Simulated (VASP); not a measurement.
# NaF (Fm-3m) in VASP: a series of runs

Aim: see how the results for NaF move with the level of theory and the settings. Levels: PBEsol+D4, PBEsol. Tasks: single point.

Program: VASP 6.6.1. These are calculated values, not measurements. Logs are shortened: lines on timing, memory, paths and dates and some standing lists are left out, and cuts for length are marked.

### 1 The cell of the first run

The structure is cubic, space group Fm-3m (No. 225). Conventional cell: a = 4.594 Å, b = 4.594 Å, c = 4.594 Å, α = 90.00°, β = 90.00°, γ = 90.00°. Within 3.0 Å of Na (site symmetry m-3m) lie 6 F at 2.30 Å. F (site symmetry m-3m) has 6 Na at 2.30 Å within 3.0 Å.

### 2 Single point, PBEsol+D4

Contents of INCAR:

```
SYSTEM = NaF
ALGO = Normal
EDIFF = 1E-7
ENCUT = 520
GGA = PS
ISIF = 2
ISMEAR = 0
IVDW = 13
LASPH = .True.
LCHARG = .False.
LREAL = .False.
LWAVE = .False.
NBANDS = 14
NELM = 60
PREC = Accurate
SIGMA = 0.01
```

Contents of KPOINTS:

```
k-points
0
Gamma
  6 6 6
  0 0 0
```

Contents of POSCAR:

```
NaF
1.0
    0.0000000000      2.2971680881      2.2971680881
    2.2971680881      0.0000000000      2.2971680881
    2.2971680881      2.2971680881      0.0000000000
Na F
1 1
Direct
    0.0000000000      0.0000000000      0.0000000000
    0.5000000000      0.5000000000      0.5000000000
```

Potentials or basis: VASP PAW PBE potentials, release 64 (Na_pv, F).

The run is started by

```
$ cat potpaw_PBE.64/Na_pv/POTCAR potpaw_PBE.64/F/POTCAR > POTCAR
$ mpirun -np 1 vasp_std > vasp.out
```

OUTCAR:

```text
SYSTEM = NaF
   EDIFF = 1E-7
   ENCUT = 520
   GGA = PS
   ISIF = 2
   ISMEAR = 0
   IVDW = 13
   LASPH = .True.
   LREAL = .False.
   NELM = 60
   PREC = Accurate

 ion  position               nearest neighbor table
   1  0.000  0.000  0.000-   2 2.30   2 2.30   2 2.30   2 2.30   2 2.30   2 2.30
   2  0.500  0.500  0.500-   1 2.30   1 2.30   1 2.30   1 2.30   1 2.30   1 2.30

  LATTYP: Found a face centered cubic cell.
 ALAT       =     4.5943361762

  Lattice vectors:

 A1 = (   0.0000000000,   2.2971680881,   2.2971680881)
 A2 = (   2.2971680881,   0.0000000000,   2.2971680881)
 A3 = (   2.2971680881,   2.2971680881,   0.0000000000)

Analysis of symmetry for initial positions (statically):
=====================================================================
 Subroutine PRICEL returns:
 Original cell was already a primitive cell.

 Routine SETGRP: Setting up the symmetry group for a
 face centered cubic supercell.

 Subroutine GETGRP returns: Found 48 space group operations
 (whereof 48 operations were pure point group operations)
 out of a pool of 48 trial point group operations.

The static configuration has the point symmetry O_h .

Analysis of symmetry for dynamics (positions and initial velocities):
=====================================================================
 Subroutine PRICEL returns:
 Original cell was already a primitive cell.

 Routine SETGRP: Setting up the symmetry group for a
 face centered cubic supercell.

 Subroutine GETGRP returns: Found 48 space group operations
 (whereof 48 operations were pure point group operations)
 out of a pool of 48 trial point group operations.

The dynamic configuration has the point symmetry O_h .

 Subroutine INISYM returns: Found 48 space group operations
 (whereof 48 operations are pure point group operations),
 and found     1 'primitive' translations

----------------------------------------------------------------------------------------

                                     Primitive cell

  volume of cell :      24.2442

  direct lattice vectors                    reciprocal lattice vectors
     0.000000000  2.297168088  2.297168088    -0.217659301  0.217659301  0.217659301
     2.297168088  0.000000000  2.297168088     0.217659301 -0.217659301  0.217659301
     2.297168088  2.297168088  0.000000000     0.217659301  0.217659301 -0.217659301

  length of vectors
     3.248686265  3.248686265  3.248686265     0.376996968  0.376996968  0.376996968

  position of ions in fractional coordinates (direct lattice)
     0.000000000  0.000000000  0.000000000
     0.500000000  0.500000000  0.500000000

  ion indices of the primitive-cell ions
[... 79 lines left out ...]
   EMIN   =  10.00;   EMAX   =-10.00  energy-range for DOS
   EFERMI =   0.00;   METHOD = LEGACY
   ISMEAR =     0;   SIGMA  =   0.01  broadening in eV -4-tet -1-fermi 0-gaus
   EFERMI_NEDOS =   21; number of points for ismear=-14 and -15
   IALGO  =     38    algorithm
   IMIX   =      4    mixing-type and parameters
     AMIX     =   0.40;   BMIX     =  1.00
     AMIX_MAG =   1.60;   BMIX_MAG =  1.00
  volume/ion in A,a.u.               =      12.12        81.80
  Fermi-wavevector in a.u.,A,eV,Ry     =   1.363269  2.576204 25.286442  1.858501
  Thomas-Fermi vector in A             =   2.489686
   LORBIT       =      0    0 simple, 1 ext, 2 COOP (PROOUT), +10 PAW based schemes
   GGA     = PS    functional components
   LHFCALC =     F    Hartree Fock is set to
   AEXX    =    0.0000 exact exchange contribution
   IVDW    =    13    specifies the selected vdW correction
   LEPSILON=     F    determine dielectric tensor
   LRPA    =     F    only Hartree local field effects (RPA)
 non-spin polarized calculation
 Gauss-broadening in eV      SIGMA  =   0.01
  energy-cutoff  :      520.00
  volume of cell :       24.24
 maximum number of plane-waves:       660
   NGX = 13   NGY = 13   NGZ = 13

 number of electron      13.9999992 magnetization

 Free energy of the ion-electron system (eV)
  ---------------------------------------------------
  ext. energy  EPLUGINS =         0.00000000
  ---------------------------------------------------
  free energy    TOTEN  =        -8.76583968 eV

  energy without entropy =       -8.76583968  energy(sigma->0) =       -8.76583968

 E-fermi :  -2.0154     XC(G=0):  -9.4635

 val. band max:       -2.0642908290   @ k =   0.0000   0.0000   0.0000
 cond. band min:       4.2326923045   @ k =   0.0000   0.0000   0.0000
 fundamental gap:      6.2969831334
 Fermi energy:        -2.0153890470

 k-point     1 :       0.0000    0.0000    0.0000
  band No.  band energies     occupation
      1     -21.1665      2.00000
      2     -20.7576      2.00000
      3     -20.7576      2.00000
      4     -20.7576      2.00000
      5      -2.0643      2.00000
      6      -2.0643      2.00000
      7      -2.0643      2.00000
      8       4.2327      0.00000
      9      16.9592      0.00000
     10      16.9592      0.00000
     11      16.9592      0.00000
     12      19.6964      0.00000
     13      22.1126      0.00000
     14      22.1126      0.00000
[... 241 lines left out ...]
      1     -21.2706      2.00000
      2     -20.8913      2.00000
      3     -20.8418      2.00000
      4     -20.4053      2.00000
      5      -3.2009      2.00000
      6      -2.7456      2.00000
      7      -2.6237      2.00000
      8      11.1319      0.00000
      9      11.1327      0.00000
     10      12.7188      0.00000
     11      15.8622      0.00000
     12      19.5903      0.00000
     13      24.2612      0.00000
     14      24.2778      0.00000

------------------------ aborting loop because EDIFF is reached ----------------------------------------

  DFT-D4 for vdW energy calculation

  Edisp (eV):   -0.06075

  FORCE on cell =-STRESS in cart. coord.  units (eV):
  Direction    XX          YY          ZZ          XY          YZ          ZX
  --------------------------------------------------------------------------------------
  -------------------------------------------------------------------------------------
  Total       0.11581     0.11581     0.11581    -0.00000     0.00000     0.00000
  in kB       7.65320     7.65320     7.65320    -0.00000     0.00000     0.00000
  external pressure =        7.65 kB  Pullay stress =        0.00 kB

 VOLUME and BASIS-vectors are now :
 -----------------------------------------------------------------------------
  energy-cutoff  :      520.00
  volume of cell :       24.24
      direct lattice vectors                 reciprocal lattice vectors
     0.000000000  2.297168088  2.297168088    -0.217659301  0.217659301  0.217659301
     2.297168088  0.000000000  2.297168088     0.217659301 -0.217659301  0.217659301
     2.297168088  2.297168088  0.000000000     0.217659301  0.217659301 -0.217659301

 POSITION                                       TOTAL-FORCE (eV/Angst)
 -----------------------------------------------------------------------------------
      0.00000      0.00000      0.00000         0.000000      0.000000     -0.000000
      2.29717      2.29717      2.29717         0.000000      0.000000      0.000000
 -----------------------------------------------------------------------------------
    total drift:                                0.000000     -0.000000      0.000000

  FREE ENERGIE OF THE ION-ELECTRON SYSTEM (eV)
  ---------------------------------------------------
  free  energy   TOTEN  =        -8.8265860915 eV

  energy  without entropy=       -8.8265860915  energy(sigma->0) =       -8.82658609
```

It took 6.8 s on 1 thread of AMD EPYC 7R43 (Zen 3), shared host; peak memory 0.1 GiB.

What came out:

| Quantity | Value |
| --- | --- |
| Free energy | -8.8266 eV |
| Pressure | 0.8 GPa |
| Band gap on the k mesh | 6.30 eV, direct |
| Dispersion energy per atom | -0.030 eV |

Caveat: the PAW data sets were made with another functional, which shifts forces and pressure a little. A hybrid or GW would open this gap; PBEsol tends to underestimate it.

### 3 Single point, PBEsol

Contents of INCAR:

```
SYSTEM = NaF
PREC = Accurate ; ENCUT = 520
EDIFF = 1E-6 ; ISMEAR = -1
SIGMA = 0.05 ; LREAL = .FALSE.
LASPH = .TRUE. ; NELM = 80
ALGO = Normal ; ISIF = 2
LWAVE = .FALSE. ; LCHARG = .FALSE.
GGA = PS ; NBANDS = 14
```

Contents of KPOINTS:

```
regular mesh
0
G
  6 6 6
  0 0 0
```

POSCAR is that of step 2.

Potentials or basis: VASP PAW PBE potentials, release 64 (Na_pv, F).

The run is started by

```
$ cat potpaw_PBE.64/Na_pv/POTCAR potpaw_PBE.64/F/POTCAR > POTCAR
$ mpirun -np 1 vasp_std > vasp.out
```

Run time: 5.8 s. Hardware: 1 thread of AMD EPYC 7R43 (Zen 3), shared host; peak memory 0.1 GiB.

It converged, with:

```yaml
Free_energy: -8.7658 eV
Pressure: 1.1 GPa
Band_gap_on_the_k_mesh: 6.30 eV, direct
```

Levels at points of the mesh, in eV from the valence-band top:
```tsv
k point	band 3	band 4	band 5	band 6	band 7	band 8	band 9	band 10	band 11	band 12
(0.00, 0.00, 0.00)	-18.69	-18.69	0.00	0.00	0.00	6.30	19.02	19.02	19.02	21.76
(0.50, 0.00, 0.00)	-18.71	-17.95	-1.68	-0.27	-0.27	10.76	12.55	20.26	20.26	23.11
(0.50, 0.50, 0.00)	-18.75	-18.75	-1.34	-0.42	-0.42	13.18	13.19	13.78	19.98	19.98
```

Caveat: the PAW data sets were made with another functional, which shifts forces and pressure a little.

### 4 Single point, PBEsol

Contents of INCAR:

```
PREC     = Accurate       # precision mode
ENCUT    = 520            # plane-wave cutoff, eV
EDIFF    = 1E-6           # SCF threshold, eV
ISMEAR   = -1             # smearing method
SIGMA    = 0.001          # smearing width, eV
LREAL    = F              # projectors in reciprocal space
LASPH    = T              # aspherical terms in the spheres
NELM     = 60             # most SCF steps
ALGO     = Normal         # electronic algorithm
ISIF     = 2              # what is computed and relaxed
LWAVE    = F              # write WAVECAR
LCHARG   = T              # write CHGCAR
GGA      = PS             # functional
LELF     = T              # ELF
LVHAR    = T            
NBANDS   = 14             # bands
```

Contents of KPOINTS:

```
regular mesh
0
Gamma
  6 6 6
```

POSCAR is that of step 3.

The run is started by

```
$ cat potpaw_PBE.64/Na_pv/POTCAR potpaw_PBE.64/F/POTCAR > POTCAR
$ mpirun -np 1 vasp_std > vasp.out
```

Run time: 7.2 s. Hardware: 1 thread of AMD EPYC 7R43 (Zen 3), shared host; peak memory 0.1 GiB.

The run converged. Its results:

| Quantity | Value |
| --- | --- |
| Free energy | -8.7658 eV |
| Pressure | 1.1 GPa |
| Band gap on the k mesh | 6.30 eV, direct |

Levels at points of the mesh, in eV from the valence-band top:
| k point | band 5 | band 6 | band 7 | band 8 | band 9 | band 10 |
| --- | --- | --- | --- | --- | --- | --- |
| (0.00, 0.00, 0.00) | 0.00 | 0.00 | 0.00 | 6.30 | 19.02 | 19.02 |
| (0.50, 0.00, 0.00) | -1.68 | -0.27 | -0.27 | 10.76 | 12.55 | 20.26 |
| (0.50, 0.50, 0.00) | -1.34 | -0.42 | -0.42 | 13.18 | 13.19 | 13.78 |

Caveat: the PAW data sets were made with another functional, which shifts forces and pressure a little.

### 5 Single point, PBEsol

Contents of INCAR:

```
ALGO = Normal
EDIFF = 1E-7
ENCUT = 520
GGA = PS
ISIF = 2
ISMEAR = 0
ISYM = 0
LASPH = True
LCHARG = False
LREAL = False
LWAVE = False
NBANDS = 14
NELM = 80
PREC = Accurate
SIGMA = 0.01
```

Contents of KPOINTS:

```
Automatic mesh
0
Gamma
  6 6 6
  0.5 0.5 0.5
```

POSCAR is that of step 4.

Potentials or basis: VASP PAW PBE potentials, release 64 (Na_pv, F).

The run is started by

```
$ cat potpaw_PBE.64/Na_pv/POTCAR potpaw_PBE.64/F/POTCAR > POTCAR
$ mpirun -np 1 vasp_std > vasp.out
```

OUTCAR:

```text
EDIFF = 1E-7
   ENCUT = 520
   GGA = PS
   ISIF = 2
   ISMEAR = 0
   ISYM = 0
   LASPH = True
   LREAL = False
   NELM = 80
   PREC = Accurate

 ion  position               nearest neighbor table
   1  0.000  0.000  0.000-   2 2.30   2 2.30   2 2.30   2 2.30   2 2.30   2 2.30
   2  0.500  0.500  0.500-   1 2.30   1 2.30   1 2.30   1 2.30   1 2.30   1 2.30

IMPORTANT INFORMATION: All symmetrisations will be switched off!
NOSYMM: (Re-)initialisation of all symmetry stuff for point group C_1.

[... 553 lines left out ...]
     12      20.3260      0.00000
     13      20.9480      0.00000
     14      23.0066      0.00000

 [... further k-points ...]
[... 5 lines left out ...]
  --------------------------------------------------------------------------------------
  -------------------------------------------------------------------------------------
  Total        0.1777180      0.1777176      0.1777177      0.0000295      0.0000295      0.0000296
  in kB       11.7444751     11.7444532     11.7444599      0.0019497      0.0019508      0.0019572
  external PRESSURE =      11.7444628 kB  Pullay stress =       0.0000000 kB

 VOLUME and BASIS-vectors are now :
 -----------------------------------------------------------------------------
  energy-cutoff  :      520.00
  volume of cell :       24.24
      direct lattice vectors                 reciprocal lattice vectors
     0.000000000  2.297168088  2.297168088    -0.217659301  0.217659301  0.217659301
     2.297168088  0.000000000  2.297168088     0.217659301 -0.217659301  0.217659301
     2.297168088  2.297168088  0.000000000     0.217659301  0.217659301 -0.217659301

 POSITION                                       TOTAL-FORCE (eV/Angst)
 -----------------------------------------------------------------------------------
      0.00000      0.00000      0.00000         0.000000     -0.000000     -0.000000
      2.29717      2.29717      2.29717        -0.000000      0.000000      0.000000
 -----------------------------------------------------------------------------------
    total drift:                               -0.000000      0.000000      0.000000

  FREE ENERGIE OF THE ION-ELECTRON SYSTEM (eV)
  ---------------------------------------------------
  free  energy   TOTEN  =        -8.7658833838 eV

  energy  without entropy=       -8.7658833838  energy(sigma->0) =       -8.76588338
```

OSZICAR:

```text
N       E                     dE             d eps       ncg     rms          rms(c)
DAV:   1     0.107584288786E+03    0.10758E+03   -0.77121E+03 12326   0.123E+03
DAV:   2    -0.421161769866E+01   -0.11180E+03   -0.10388E+03 13218   0.341E+02
DAV:   3    -0.949066935704E+01   -0.52791E+01   -0.52690E+01 15012   0.678E+01
DAV:   4    -0.953227619621E+01   -0.41607E-01   -0.41605E-01 13686   0.644E+00
DAV:   5    -0.953268149681E+01   -0.40530E-03   -0.40530E-03 15294   0.634E-01    0.491E+00
DAV:   6    -0.878079972950E+01    0.75188E+00   -0.25767E+00 14730   0.147E+01    0.178E+00
DAV:   7    -0.876682660355E+01    0.13973E-01   -0.29679E-02 12582   0.210E+00    0.103E+00
DAV:   8    -0.876555152693E+01    0.12751E-02   -0.24647E-02 13344   0.330E+00    0.151E-01
DAV:   9    -0.876603884394E+01   -0.48732E-03   -0.44698E-03 15864   0.642E-01    0.123E-01
DAV:  10    -0.876587812434E+01    0.16072E-03   -0.96253E-04 14058   0.374E-01    0.824E-03
DAV:  11    -0.876588321612E+01   -0.50918E-05   -0.35771E-05 14154   0.120E-01    0.719E-03
DAV:  12    -0.876588338797E+01   -0.17185E-06   -0.47893E-06 14778   0.259E-02    0.272E-03
DAV:  13    -0.876588338378E+01    0.41944E-08   -0.58816E-07 13866   0.700E-03
   1 F= -.87658834E+01 E0= -.87658834E+01  d E =-.124768E-82
```

stdout:

```text
POSCAR found type information on POSCAR NaF
 POSCAR found :  2 types and       2 ions
 scaLAPACK will be used
 -----------------------------------------------------------------------------
|                                                                             |
|                                                                             |
|     You enforced a specific xc type in the INCAR file but a different       |
|     I HOPE YOU KNOW WHAT YOU ARE DOING!                                     |
|                                                                             |
 -----------------------------------------------------------------------------

 LDA part: xc-table for (Slater+PW92), standard interpolation
 POSCAR, INCAR and KPOINTS ok, starting setup
 FFT: planning ... GRIDC
 FFT: planning ... GRID_SOFT
 FFT: planning ... GRID
 WAVECAR not read
 entering main loop
```

Wall time 2.1 min (1 thread of AMD EPYC 7R43 (Zen 3), shared host); peak memory 0.2 GiB.

What came out:

```yaml
Free_energy: -8.7659 eV
Pressure: 1.2 GPa
Band_gap_on_the_k_mesh: 6.57 eV, direct
```

Caveat: the PAW data sets were made with another functional, which shifts forces and pressure a little.

### 6 Summary

```tsv
level	k mesh	smearing	gap on the mesh (eV)	pressure (GPa)
PBEsol+D4	6 × 6 × 6	gaussian 0.01 eV	6.30	0.8
PBEsol	6 × 6 × 6	fermi-dirac 0.05 eV	6.30	1.1
PBEsol	6 × 6 × 6	fermi-dirac 0.001 eV	6.30	1.1
PBEsol	6 × 6 × 6, shifted	gaussian 0.01 eV	6.57	1.2
```

Alike in all rows: task single point; potentials or basis VASP PAW PBE potentials, release 64 (Na_pv, F); no spin polarisation; cell as given; cutoff (eV) 520.

On the cell as given the gap runs from 6.30 eV (PBEsol) to 6.57 eV (PBEsol). The pressure there spans 0.8 GPa (PBEsol+D4) to 1.2 GPa (PBEsol); a positive pressure means that this level wants a larger cell, a negative one a smaller.

Caveats: the PAW data sets were made with another functional, which shifts forces and pressure a little.

Total energies depend on the potentials used, so only differences within one code and one set of settings carry meaning.
